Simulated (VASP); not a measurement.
**SnSe2: single point with PBEsol+D4**

SnSe2:

```
CELL_PARAMETERS angstrom
3.81100 0.00000 0.00000
-1.90550 3.30042 0.00000
0.00000 0.00000 6.13600
ATOMIC_POSITIONS crystal
Sn 0.00000 0.00000 0.00000
Se 0.66667 0.33333 0.75100
Se 0.33333 0.66667 0.24900
```

| Quantity | Value |
| --- | --- |
| Program | VASP 6.6.1 |
| Task | single point |
| Functional | PBEsol |
| Dispersion | D4 |
| Potentials or basis | VASP PAW PBE potentials, release 64 (Sn_d, Se) |
| Cutoff | 520 eV |
| k mesh | 8 × 8 × 5 |
| Occupations | tetrahedron |
| Spin | collinear spin |
| Starting moments | [1.0, 0.0, 0.0] μB |
| Fixed moment | 1 μB |
| Dipole correction | no |
| Further INCAR settings | ALGO = Normal; EDIFF = 1e-06; NBANDS = 24 |

The pressure is 3.9 GPa, the largest force is 1.242 eV/Å and the net moment is 1.00 μB per cell. The site moments are Sn +0.14; Se +0.26 μB. The valence electrons inside the program's atomic spheres are Sn 12.30; Se 3.81. The dispersion energy per atom is -0.227 eV.

Forces on the atoms (eV/Å):
```
Sn   0.000  0.000  0.000
Se   0.000  0.000 -1.242
Se   0.000  0.000  1.242
```

Stress tensor (GPa, compression positive):
```
3.40 0.00 0.00
0.00 3.40 0.00
0.00 0.00 4.78
```

Wall time 89 s on 1 thread of Intel(R) Xeon(R) 6975P-C (Granite Rapids), on a shared host, peak memory 0.28 GiB.

Caveat: the cell stands under pressure; the PAW data sets were made with another functional, which shifts forces and pressure a little; the total moment is fixed, so each spin has its own Fermi level.
